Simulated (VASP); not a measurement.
# Cu (P6/mmm) in VASP: relaxation of cell and atoms with RPBE

Aim: the relaxation of cell and atoms of Cu with RPBE.

Everything below comes from runs of VASP 6.6.1. Logs are shortened: lines on timing, memory, paths and dates and some standing lists are left out, and cuts for length are marked.

### Step 1. The cell of the first run

Symmetry: P6/mmm, No. 191, hexagonal system. Conventional cell: a = 4.056 Å, b = 4.056 Å, c = 2.486 Å, α = 90.00°, β = 90.00°, γ = 120.00°. Cu (site symmetry 6/mmm) has 14 Cu at 2.49 to 2.65 Å within 3.3 Å. Within 3.1 Å of Cu (site symmetry -6m2) lie 11 Cu at 2.34 to 2.65 Å.

This isn't the form of Cu at room conditions, which is fcc.

### Step 2. Relaxation of cell and atoms, RPBE

Contents of INCAR:

```
SYSTEM = Cu
ALGO = Normal
EDIFF = 1E-6
EDIFFG = -0.01
ENCUT = 600
GGA = RP
IBRION = 2
ISIF = 3
ISMEAR = -1
LASPH = .True.
LCHARG = .False.
LREAL = .False.
LWAVE = .False.
NELM = 80
NSW = 80
PREC = Accurate
SIGMA = 0.1
```

Contents of KPOINTS:

```
k-points
0
Gamma
  9 9 13
  0 0 0
```

Contents of POSCAR:

```
Cu
1.0
    4.0562702462      0.0000000000      0.0000000000
   -2.0281351231      3.5128330778      0.0000000000
    0.0000000000      0.0000000000      2.4864936609
Cu
3
Direct
    0.0000000000      0.0000000000      0.0000000000
    0.3333333333      0.6666666667      0.5000000000
    0.6666666667      0.3333333333      0.5000000000
```

Potentials or basis: VASP PAW PBE potentials, release 64 (Cu).

The run is started by

```
cat potpaw_PBE.64/Cu/POTCAR > POTCAR
mpirun -np 1 vasp_std > vasp.out
```

OUTCAR:

```text
SYSTEM = Cu
   EDIFF = 1E-6
   EDIFFG = -0.01
   ENCUT = 600
   GGA = RP
   IBRION = 2
   ISIF = 3
   ISMEAR = -1
   LASPH = .True.
   LREAL = .False.
   NELM = 80
   NSW = 80
   PREC = Accurate

 ion  position               nearest neighbor table
   1  0.000  0.000  0.000-   2 2.65   3 2.65   2 2.65   3 2.65   2 2.65   2 2.65   3 2.65   3 2.65
                             3 2.65   3 2.65   2 2.65   2 2.65
   2  0.333  0.667  0.500-   3 2.34   3 2.34   3 2.34   1 2.65   1 2.65   1 2.65   1 2.65   1 2.65
                             1 2.65
   3  0.667  0.333  0.500-   2 2.34   2 2.34   2 2.34   1 2.65   1 2.65   1 2.65   1 2.65   1 2.65
                             1 2.65

  LATTYP: Found a hexagonal cell.
 ALAT       =     4.0562702462
 C/A-ratio  =     0.6130000000

  Lattice vectors:

 A1 = (   4.0562702462,   0.0000000000,   0.0000000000)
 A2 = (  -2.0281351231,   3.5128330778,   0.0000000000)
 A3 = (   0.0000000000,   0.0000000000,   2.4864936609)

Analysis of symmetry for initial positions (statically):
=====================================================================
 Subroutine PRICEL returns:
 Original cell was already a primitive cell.

 Routine SETGRP: Setting up the symmetry group for a
 hexagonal supercell.

 Subroutine GETGRP returns: Found 24 space group operations
 (whereof 24 operations were pure point group operations)
 out of a pool of 24 trial point group operations.

The static configuration has the point symmetry D_6h.

Analysis of symmetry for dynamics (positions and initial velocities):
=====================================================================
 Subroutine PRICEL returns:
 Original cell was already a primitive cell.

 Routine SETGRP: Setting up the symmetry group for a
 hexagonal supercell.

 Subroutine GETGRP returns: Found 24 space group operations
 (whereof 24 operations were pure point group operations)
 out of a pool of 24 trial point group operations.

The dynamic configuration has the point symmetry D_6h.

 Subroutine INISYM returns: Found 24 space group operations
 (whereof 24 operations are pure point group operations),
 and found     1 'primitive' translations

----------------------------------------------------------------------------------------

                                     Primitive cell

  volume of cell :      35.4300

  direct lattice vectors                    reciprocal lattice vectors
     4.056270246  0.000000000  0.000000000     0.246531897  0.142335257  0.000000000
    -2.028135123  3.512833078  0.000000000     0.000000000  0.284670515  0.000000000
     0.000000000  0.000000000  2.486493661     0.000000000  0.000000000  0.402172753

  length of vectors
     4.056270246  4.056270246  2.486493661     0.284670515  0.284670515  0.402172753

  position of ions in fractional coordinates (direct lattice)
     0.000000000  0.000000000  0.000000000
     0.333333333  0.666666667  0.500000000
     0.666666667  0.333333333  0.500000000

  ion indices of the primitive-cell ions
   primitive index   ion index
                 1           1
                 2           2
                 3           3

----------------------------------------------------------------------------------------

 KPOINTS: k-points

Automatic generation of k-mesh.
 Grid dimensions read from file:
 generate k-points for:    9    9   13

 Generating k-lattice:

  Cartesian coordinates                     Fractional coordinates (reciprocal lattice)
     0.027392433  0.015815029  0.000000000     0.111111111  0.000000000  0.000000000
     0.000000000  0.031630057  0.000000000     0.000000000  0.111111111  0.000000000
     0.000000000  0.000000000  0.030936366     0.000000000  0.000000000  0.076923077

  Length of vectors
     0.031630057  0.031630057  0.030936366

  Shift w.r.t. Gamma in fractional coordinates (k-lattice)
     0.000000000  0.000000000  0.000000000

 Subroutine IBZKPT returns following result:
 ===========================================

 Found     84 irreducible k-points:

 Following reciprocal coordinates:
            Coordinates               Weight
  0.000000  0.000000  0.000000      1.000000
  0.111111  0.000000  0.000000      6.000000
  0.222222 -0.000000  0.000000      6.000000
  0.333333 -0.000000  0.000000      6.000000
  0.444444 -0.000000  0.000000      6.000000
  0.111111  0.111111  0.000000      6.000000
[... 16 lines left out ...]
  0.333333  0.222222  0.076923     24.000000
  0.333333  0.333333  0.076923      4.000000
 [... further k-points ...]
   k-points           NKPTS =     84   k-points in BZ     NKDIM =     84   number of bands    NBANDS=     20
   number of dos      NEDOS =    301   number of ions     NIONS =      3
   total plane-waves  NPLWV =  20480
   dimension x,y,z NGX =    32 NGY =   32 NGZ =   20
   dimension x,y,z NGXF=    64 NGYF=   64 NGZF=   40
   ions per type =               3
   NGX,Y,Z   is equivalent  to a cutoff of  13.12, 13.12, 13.37 a.u.
   NGXF,Y,Z  is equivalent  to a cutoff of  26.23, 26.23, 26.74 a.u.
 SYSTEM =  Cu
   PREC   = accura    normal or accurate (medium, high low for compatibility)
   ISTART =      0    job   : 0-new  1-cont  2-samecut
   ICHARG =      2    charge: 1-file 2-atom 10-const
   ISPIN  =      1    spin polarized calculation?
   LNONCOLLINEAR =      F non collinear calculations
   LSORBIT =      F    spin-orbit coupling
   LASPH  =      T    aspherical Exc in radial PAW
   ENCUT  =  600.0 eV  44.10 Ry    6.64 a.u.   8.10  8.10  4.97*2*pi/ulx,y,z
   NELM   =     80;   NELMIN=  2; NELMDL= -5     # of ELM steps
   EDIFF  = 0.1E-05   stopping-criterion for ELM
   LREAL  =      F    real-space projection
   EDIFFG = -.1E-01   stopping-criterion for IOM
   NSW    =     80    number of steps for IOM
   IBRION =      2    ionic relax: 0-MD 1-quasi-New 2-CG
   NFREE  =      1    steps in history (QN), initial steepest desc. (CG)
   ISIF   =      3    stress and relaxation
   ISYM   =      2    0-nonsym 1-usesym 2-fastsym
   POTIM  = 0.5000    time-step for ionic-motion
   TEBEG  =    0.0;   TEEND  =   0.0 temperature during run
   PSTRESS=    0.0 pullay stress
   NELECT =      33.0000    total number of electrons
   NUPDOWN=      -1.0000    fix difference up-down
   EMIN   =  10.00;   EMAX   =-10.00  energy-range for DOS
   EFERMI =   0.00;   METHOD = LEGACY
   ISMEAR =    -1;   SIGMA  =   0.10  broadening in eV -4-tet -1-fermi 0-gaus
   EFERMI_NEDOS =   21; number of points for ismear=-14 and -15
   IALGO  =     38    algorithm
   IMIX   =      4    mixing-type and parameters
     AMIX     =   0.40;   BMIX     =  1.00
     AMIX_MAG =   1.60;   BMIX_MAG =  1.00
  volume/ion in A,a.u.               =      11.81        79.70
  Fermi-wavevector in a.u.,A,eV,Ry     =   1.598781  3.021257 34.777848  2.556100
  Thomas-Fermi vector in A             =   2.696177
   LORBIT       =      0    0 simple, 1 ext, 2 COOP (PROOUT), +10 PAW based schemes
   GGA     = RP    functional components
   LHFCALC =     F    Hartree Fock is set to
   AEXX    =    0.0000 exact exchange contribution
   IVDW    =     0    specifies the selected vdW correction
   LEPSILON=     F    determine dielectric tensor
   LRPA    =     F    only Hartree local field effects (RPA)
 conjugate gradient relaxation of ions
 non-spin polarized calculation
  energy-cutoff  :      600.00
  volume of cell :       35.43
 maximum number of plane-waves:      1201
   NGX = 17   NGY = 17   NGZ =  9

--------------------------------------- Ionic step        1  -------------------------------------------

 number of electron      33.0000019 magnetization

 Free energy of the ion-electron system (eV)
  ---------------------------------------------------
  ext. energy  EPLUGINS =         0.00000000
  ---------------------------------------------------
  free energy    TOTEN  =        -9.48062660 eV

  energy without entropy =       -9.44976229  energy(sigma->0) =       -9.46519445

------------------------ aborting loop because EDIFF is reached ----------------------------------------

  FORCE on cell =-STRESS in cart. coord.  units (eV):
  Direction    XX          YY          ZZ          XY          YZ          ZX
  --------------------------------------------------------------------------------------
  -------------------------------------------------------------------------------------
  Total        2.6580124      2.6580124      1.4599206      0.0000000      0.0000000      0.0000000
  in kB      120.1976088    120.1976088     66.0188679      0.0000000      0.0000000      0.0000000
  external PRESSURE =     102.1380285 kB  Pullay stress =       0.0000000 kB
[... 281 lines left out ...]
  energy  without entropy=       -9.5351086087  energy(sigma->0) =       -9.55098560

--------------------------------------- Ionic step        9  -------------------------------------------

 number of electron      33.0000000 magnetization

 Free energy of the ion-electron system (eV)
  ---------------------------------------------------
  ext. energy  EPLUGINS =         0.00000000
  ---------------------------------------------------
  free energy    TOTEN  =        -9.56690889 eV

  energy without entropy =       -9.53513793  energy(sigma->0) =       -9.55102341

 E-fermi :   6.8821     XC(G=0): -12.1675

 val. band max:        6.8768800618   @ k =   0.3333   0.1111   0.4615
 cond. band min:       6.9370102704   @ k =   0.3333   0.2222   0.2308
 fundamental gap:      0.0601302086
 Fermi energy:         6.8821020988

 k-point     1 :       0.0000    0.0000    0.0000
  band No.  band energies     occupation
      1      -1.9175      2.00000
      2       2.6948      2.00000
      3       3.5162      2.00000
      4       3.5162      2.00000
      5       3.5583      2.00000
      6       3.5736      2.00000
[... 12 lines left out ...]
     19      11.2796      0.00000
[... 513 lines left out ...]
      4       3.4925      2.00000
      5       3.4925      2.00000
      6       3.6539      2.00000
[... 12 lines left out ...]
     19      15.7997      0.00000
     20      15.8484      0.00000

 [... further k-points ...]

------------------------ aborting loop because EDIFF is reached ----------------------------------------

  FORCE on cell =-STRESS in cart. coord.  units (eV):
  Direction    XX          YY          ZZ          XY          YZ          ZX
  --------------------------------------------------------------------------------------
  -------------------------------------------------------------------------------------
  Total        0.0256850      0.0256850      0.0237321      0.0000000      0.0000000      0.0000000
  in kB        1.0806441      1.0806441      0.9984835      0.0000000      0.0000000      0.0000000
  external PRESSURE =       1.0532572 kB  Pullay stress =       0.0000000 kB
[... 18 lines left out ...]
  FREE ENERGIE OF THE ION-ELECTRON SYSTEM (eV)
  ---------------------------------------------------
  free  energy   TOTEN  =        -9.5669088883 eV

  energy  without entropy=       -9.5351379315  energy(sigma->0) =       -9.55102341

 reached required accuracy - stopping structural energy minimisation
```

Wall time 2.7 min (1 thread of Intel Xeon Platinum 8488C (Sapphire Rapids), shared host); peak memory 0.19 GiB.

Results:

```yaml
Free_energy: -9.5669 eV
Relaxed_volume: 12.69 Å³/atom
Relaxed_cell: a = 4.184 Å, b = 4.184 Å, c = 2.512 Å, α = 90.00°, β = 90.00°, γ = 120.00°
Space_group_after_relaxing_to_0.1_Å: P6/mmm (No. 191)
Energy_gained_by_relaxing: 28.8 meV/atom
Ionic_steps: 9
Pressure_after_relaxing: 0.1 GPa
Band_gap_on_the_k_mesh: zero (an odd number of electrons rules out a gap without spin polarisation)
```

Step by step:
| step | energy change (eV) | largest force (eV/Å) | pressure (GPa) | volume (Å³) |
| --- | --- | --- | --- | --- |
| 1 | 0.0000 | 0.0000 | 10.21 | 35.43 |
| 2 | -0.0705 | 0.0000 | -3.63 | 39.43 |
| 3 | -0.0853 | 0.0000 | -0.31 | 38.15 |
| 4 | -0.0853 | 0.0000 | -0.02 | 38.09 |
| 5 | -0.0862 | 0.0000 | 0.13 | 38.04 |
| 6 | -0.0862 | 0.0000 | 0.33 | 38.02 |
| 7 | -0.0862 | 0.0000 | 0.14 | 38.02 |
| 8 | -0.0862 | 0.0000 | 0.13 | 38.02 |
| 9 | -0.0863 | 0.0000 | 0.11 | 38.08 |

Final structure:
```xyz
3
Lattice="4.1836 0.0000 0.0000 -2.0918 3.6231 0.0000 0.0000 0.0000 2.5123" Properties=species:S:1:pos:R:3 pbc="T T T"
Cu    0.0000    0.0000    0.0000
Cu    0.0000    2.4154    1.2562
Cu    2.0918    1.2077    1.2562
```

Caveat: the PAW data sets were made with another functional, which shifts forces and pressure a little.
